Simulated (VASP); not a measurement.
# BeSe (F-43m) in VASP: relaxation of cell and atoms with PBEsol

Aim: the relaxation of cell and atoms of BeSe with PBEsol.

Everything below comes from runs of VASP 6.6.1. Logs are shortened: lines on timing, memory, paths and dates and some standing lists are left out, and cuts for length are marked.

**1. The cell of the first run**

It takes space group F-43m (No. 216, cubic). Conventional cell: a = 5.070 Å, b = 5.070 Å, c = 5.070 Å, α = 90.00°, β = 90.00°, γ = 90.00°. Within 2.9 Å of Be (site symmetry -43m) lie 4 Se at 2.20 Å. Within 2.9 Å of Se (site symmetry -43m) lie 4 Be at 2.20 Å.

**2. Relaxation of cell and atoms, PBEsol**

INCAR reads:

```
PREC     = Accurate       # precision mode
ENCUT    = 600            # plane-wave cutoff, eV
EDIFF    = 1E-7           # SCF threshold, eV
ISMEAR   = -1             # smearing method
SIGMA    = 0.01           # smearing width, eV
LREAL    = False          # projectors in reciprocal space
LASPH    = True           # aspherical terms in the spheres
NELM     = 120            # most SCF steps
ALGO     = Normal         # electronic algorithm
ISIF     = 3              # what is computed and relaxed
LWAVE    = False          # write WAVECAR
LCHARG   = False          # write CHGCAR
GGA      = PS             # functional
IBRION   = 2              # ionic algorithm
NSW      = 80             # ionic steps
EDIFFG   = -0.02          # ionic threshold
GGA_COMPAT= False        
NELMIN   = 4
```

KPOINTS reads:

```
Automatic mesh
0
Gamma
  7 7 7
```

POSCAR reads:

```
BeSe
1.0
    0.0000000000      2.5350000000      2.5350000000
    2.5350000000      0.0000000000      2.5350000000
    2.5350000000      2.5350000000      0.0000000000
Be Se
1 1
Direct
    0.0000000000      0.0000000000      0.0000000000
    0.2500000000      0.2500000000      0.2500000000
```

Potentials or basis: VASP PAW PBE potentials, release 64 (Be, Se).

Run with:

```sh
cat potpaw_PBE.64/Be/POTCAR potpaw_PBE.64/Se/POTCAR > POTCAR
mpirun -np 1 vasp_std > vasp.out
```

OUTCAR:

```text
PREC = Accurate
   ENCUT = 600
   EDIFF = 1E-7
   ISMEAR = -1
   LREAL = False
   LASPH = True
   NELM = 120
   ISIF = 3
   GGA = PS
   IBRION = 2
   NSW = 80
   EDIFFG = -0.02
   NELMIN = 4

 ion  position               nearest neighbor table
   1  0.000  0.000  0.000-   2 2.20   2 2.20   2 2.20   2 2.20
   2  0.250  0.250  0.250-   1 2.20   1 2.20   1 2.20   1 2.20

  LATTYP: Found a face centered cubic cell.
 ALAT       =     5.0700000000

  Lattice vectors:

 A1 = (   0.0000000000,   2.5350000000,   2.5350000000)
 A2 = (   2.5350000000,   0.0000000000,   2.5350000000)
 A3 = (   2.5350000000,   2.5350000000,   0.0000000000)

Analysis of symmetry for initial positions (statically):
=====================================================================
 Subroutine PRICEL returns:
 Original cell was already a primitive cell.

 Routine SETGRP: Setting up the symmetry group for a
 face centered cubic supercell.

 Subroutine GETGRP returns: Found 24 space group operations
 (whereof 24 operations were pure point group operations)
 out of a pool of 48 trial point group operations.

The static configuration has the point symmetry T_d .

Analysis of symmetry for dynamics (positions and initial velocities):
=====================================================================
 Subroutine PRICEL returns:
 Original cell was already a primitive cell.

 Routine SETGRP: Setting up the symmetry group for a
 face centered cubic supercell.

 Subroutine GETGRP returns: Found 24 space group operations
 (whereof 24 operations were pure point group operations)
 out of a pool of 48 trial point group operations.

The dynamic configuration has the point symmetry T_d .

 Subroutine INISYM returns: Found 24 space group operations
 (whereof 24 operations are pure point group operations),
 and found     1 'primitive' translations

----------------------------------------------------------------------------------------

                                     Primitive cell

  volume of cell :      32.5810

  direct lattice vectors                    reciprocal lattice vectors
     0.000000000  2.535000000  2.535000000    -0.197238659  0.197238659  0.197238659
     2.535000000  0.000000000  2.535000000     0.197238659 -0.197238659  0.197238659
     2.535000000  2.535000000  0.000000000     0.197238659  0.197238659 -0.197238659

  length of vectors
     3.585031381  3.585031381  3.585031381     0.341627378  0.341627378  0.341627378

  position of ions in fractional coordinates (direct lattice)
     0.000000000  0.000000000  0.000000000
     0.250000000  0.250000000  0.250000000

  ion indices of the primitive-cell ions
   primitive index   ion index
                 1           1
                 2           2

----------------------------------------------------------------------------------------

 KPOINTS: Automatic mesh

Automatic generation of k-mesh.
 Grid dimensions read from file:
 generate k-points for:    7    7    7

 Generating k-lattice:

  Cartesian coordinates                     Fractional coordinates (reciprocal lattice)
    -0.028176951  0.028176951  0.028176951     0.142857143  0.000000000  0.000000000
     0.028176951 -0.028176951  0.028176951     0.000000000  0.142857143  0.000000000
     0.028176951  0.028176951 -0.028176951     0.000000000  0.000000000  0.142857143

  Length of vectors
     0.048803911  0.048803911  0.048803911

  Shift w.r.t. Gamma in fractional coordinates (k-lattice)
     0.000000000  0.000000000  0.000000000

 Subroutine IBZKPT returns following result:
 ===========================================

 Found     20 irreducible k-points:

 Following reciprocal coordinates:
            Coordinates               Weight
  0.000000  0.000000  0.000000      1.000000
  0.142857  0.000000  0.000000      8.000000
  0.285714  0.000000  0.000000      8.000000
  0.428571  0.000000  0.000000      8.000000
  0.142857  0.142857  0.000000      6.000000
  0.285714  0.142857  0.000000     24.000000
[... 12 lines left out ...]
 -0.428571  0.428571  0.142857     24.000000
 -0.285714  0.428571  0.142857     24.000000
   k-points           NKPTS =     20   k-points in BZ     NKDIM =     20   number of bands    NBANDS=      8
   number of dos      NEDOS =    301   number of ions     NIONS =      2
   total plane-waves  NPLWV =  27000
   dimension x,y,z NGX =    30 NGY =   30 NGZ =   30
   dimension x,y,z NGXF=    60 NGYF=   60 NGZF=   60
   ions per type =               1   1
   NGX,Y,Z   is equivalent  to a cutoff of  13.91, 13.91, 13.91 a.u.
   NGXF,Y,Z  is equivalent  to a cutoff of  27.82, 27.82, 27.82 a.u.
 SYSTEM =  unknown system
   PREC   = accura    normal or accurate (medium, high low for compatibility)
   ISTART =      0    job   : 0-new  1-cont  2-samecut
   ICHARG =      2    charge: 1-file 2-atom 10-const
   ISPIN  =      1    spin polarized calculation?
   LNONCOLLINEAR =      F non collinear calculations
   LSORBIT =      F    spin-orbit coupling
   LASPH  =      T    aspherical Exc in radial PAW
   ENCUT  =  600.0 eV  44.10 Ry    6.64 a.u.   7.16  7.16  7.16*2*pi/ulx,y,z
   NELM   =    120;   NELMIN=  4; NELMDL= -5     # of ELM steps
   EDIFF  = 0.1E-06   stopping-criterion for ELM
   LREAL  =      F    real-space projection
   EDIFFG = -.2E-01   stopping-criterion for IOM
   NSW    =     80    number of steps for IOM
   IBRION =      2    ionic relax: 0-MD 1-quasi-New 2-CG
   NFREE  =      1    steps in history (QN), initial steepest desc. (CG)
   ISIF   =      3    stress and relaxation
   ISYM   =      2    0-nonsym 1-usesym 2-fastsym
   POTIM  = 0.5000    time-step for ionic-motion
   TEBEG  =    0.0;   TEEND  =   0.0 temperature during run
   PSTRESS=    0.0 pullay stress
   NELECT =       8.0000    total number of electrons
   NUPDOWN=      -1.0000    fix difference up-down
   EMIN   =  10.00;   EMAX   =-10.00  energy-range for DOS
   EFERMI =   0.00;   METHOD = LEGACY
   ISMEAR =    -1;   SIGMA  =   0.01  broadening in eV -4-tet -1-fermi 0-gaus
   EFERMI_NEDOS =   21; number of points for ismear=-14 and -15
   IALGO  =     38    algorithm
   IMIX   =      4    mixing-type and parameters
     AMIX     =   0.40;   BMIX     =  1.00
     AMIX_MAG =   1.60;   BMIX_MAG =  1.00
  volume/ion in A,a.u.               =      16.29       109.93
  Fermi-wavevector in a.u.,A,eV,Ry     =   1.025141  1.937235 14.298549  1.050914
  Thomas-Fermi vector in A             =   2.158965
   LORBIT       =      0    0 simple, 1 ext, 2 COOP (PROOUT), +10 PAW based schemes
   GGA     = PS    functional components
   LHFCALC =     F    Hartree Fock is set to
   AEXX    =    0.0000 exact exchange contribution
   IVDW    =     0    specifies the selected vdW correction
   LEPSILON=     F    determine dielectric tensor
   LRPA    =     F    only Hartree local field effects (RPA)
 conjugate gradient relaxation of ions
 non-spin polarized calculation
  energy-cutoff  :      600.00
  volume of cell :       32.58
 maximum number of plane-waves:      1096
 NGX is ok and might be reduce to    30
   NGX = 15   NGY = 15   NGZ = 15

--------------------------------------- Ionic step        1  -------------------------------------------

 number of electron       7.9999999 magnetization

 Free energy of the ion-electron system (eV)
  ---------------------------------------------------
  ext. energy  EPLUGINS =         0.00000000
  ---------------------------------------------------
  free energy    TOTEN  =        -9.43592062 eV

  energy without entropy =       -9.43592062  energy(sigma->0) =       -9.43592062

------------------------ aborting loop because EDIFF is reached ----------------------------------------

  FORCE on cell =-STRESS in cart. coord.  units (eV):
  Direction    XX          YY          ZZ          XY          YZ          ZX
  --------------------------------------------------------------------------------------
  -------------------------------------------------------------------------------------
  Total        0.6704609      0.6704609      0.6704609      0.0000000      0.0000000      0.0000000
  in kB       32.9700928     32.9700928     32.9700928      0.0000000      0.0000000      0.0000000
  external PRESSURE =      32.9700928 kB  Pullay stress =       0.0000000 kB

 VOLUME and BASIS-vectors are now :
 -----------------------------------------------------------------------------
  energy-cutoff  :      600.00
  volume of cell :       32.58
      direct lattice vectors                 reciprocal lattice vectors
     0.000000000  2.535000000  2.535000000    -0.197238659  0.197238659  0.197238659
     2.535000000  0.000000000  2.535000000     0.197238659 -0.197238659  0.197238659
     2.535000000  2.535000000  0.000000000     0.197238659  0.197238659 -0.197238659
[... 37 lines left out ...]
 POSITION                                       TOTAL-FORCE (eV/Angst)
 -----------------------------------------------------------------------------------
      0.00000      0.00000      0.00000         0.000000      0.000000      0.000000
      1.28800      1.28800      1.28800        -0.000000     -0.000000     -0.000000
 -----------------------------------------------------------------------------------
    total drift:                                0.000000      0.000000      0.000000

  FREE ENERGIE OF THE ION-ELECTRON SYSTEM (eV)
  ---------------------------------------------------
  free  energy   TOTEN  =        -9.4478830504 eV

  energy  without entropy=       -9.4478830504  energy(sigma->0) =       -9.44788305

--------------------------------------- Ionic step        3  -------------------------------------------

 number of electron       8.0000000 magnetization

 Free energy of the ion-electron system (eV)
  ---------------------------------------------------
  ext. energy  EPLUGINS =         0.00000000
  ---------------------------------------------------
  free energy    TOTEN  =        -9.44865613 eV

  energy without entropy =       -9.44865613  energy(sigma->0) =       -9.44865613

 E-fermi :   3.5463     XC(G=0):  -9.6077

 val. band max:        3.3323619245   @ k =   0.0000   0.0000   0.0000
 cond. band min:       5.9266553537   @ k =   0.4286   0.4286   0.0000
 fundamental gap:      2.5942934292
 Fermi energy:         3.5462948849

 k-point     1 :       0.0000    0.0000    0.0000
  band No.  band energies     occupation
      1     -10.5308      2.00000
      2       3.3324      2.00000
      3       3.3324      2.00000
      4       3.3324      2.00000
      5       7.5930      0.00000
      6       8.3073      0.00000
      7       8.3073      0.00000
      8       8.3073      0.00000

 k-point     2 :       0.1429    0.0000    0.0000
  band No.  band energies     occupation
      1     -10.3290      2.00000
      2       1.6908      2.00000
      3       3.0622      2.00000
      4       3.0622      2.00000
      5       7.8212      0.00000
      6       8.7477      0.00000
      7       8.7477      0.00000
      8       9.7466      0.00000
[... 218 lines left out ...]
 POSITION                                       TOTAL-FORCE (eV/Angst)
 -----------------------------------------------------------------------------------
      0.00000      0.00000      0.00000        -0.000000     -0.000000      0.000000
      1.28385      1.28385      1.28385         0.000000      0.000000     -0.000000
 -----------------------------------------------------------------------------------
    total drift:                                0.000000      0.000000      0.000000

  FREE ENERGIE OF THE ION-ELECTRON SYSTEM (eV)
  ---------------------------------------------------
  free  energy   TOTEN  =        -9.4486561288 eV

  energy  without entropy=       -9.4486561288  energy(sigma->0) =       -9.44865613

 reached required accuracy - stopping structural energy minimisation
```

Wall time 36 s (1 thread of Intel Xeon 8259CL, shared host); peak memory 0.17 GiB.

What came out:

```
Free energy                           : -9.4487 eV
Relaxed volume                        : 16.93 Å³/atom
Relaxed cell                          : a = 3.631 Å, b = 3.631 Å, c = 3.631 Å, α = 60.00°, β = 60.00°, γ = 60.00°
Space group after relaxing (to 0.1 Å) : F-43m (No. 216)
Energy gained by relaxing             : 6.4 meV/atom
Ionic steps                           : 3
Pressure after relaxing               : 0.0 GPa
Band gap on the k mesh                : 2.59 eV (least direct gap 4.26 eV)
```

Step by step:
| step | energy change (eV) | largest force (eV/Å) | pressure (GPa) | volume (Å³) |
| --- | --- | --- | --- | --- |
| 1 | 0.0000 | 0.0000 | 3.30 | 32.58 |
| 2 | -0.0120 | 0.0000 | -0.75 | 34.19 |
| 3 | -0.0127 | 0.0000 | 0.01 | 33.86 |

Final structure:
```cif
data_structure
_symmetry_space_group_name_H-M 'P 1'
_symmetry_Int_Tables_number 1
_cell_length_a 3.6313
_cell_length_b 3.6313
_cell_length_c 3.6313
_cell_angle_alpha 60.000
_cell_angle_beta 60.000
_cell_angle_gamma 60.000
_cell_volume 33.86
loop_
_atom_site_label
_atom_site_type_symbol
_atom_site_fract_x
_atom_site_fract_y
_atom_site_fract_z
_atom_site_occupancy
Be1 Be 0.00000 0.00000 0.00000 1
Se1 Se 0.25000 0.25000 0.25000 1
```

Caveat: the PAW data sets were made with another functional, which shifts forces and pressure a little; an odd mesh through Γ misses points on the zone boundary, where band edges can lie.
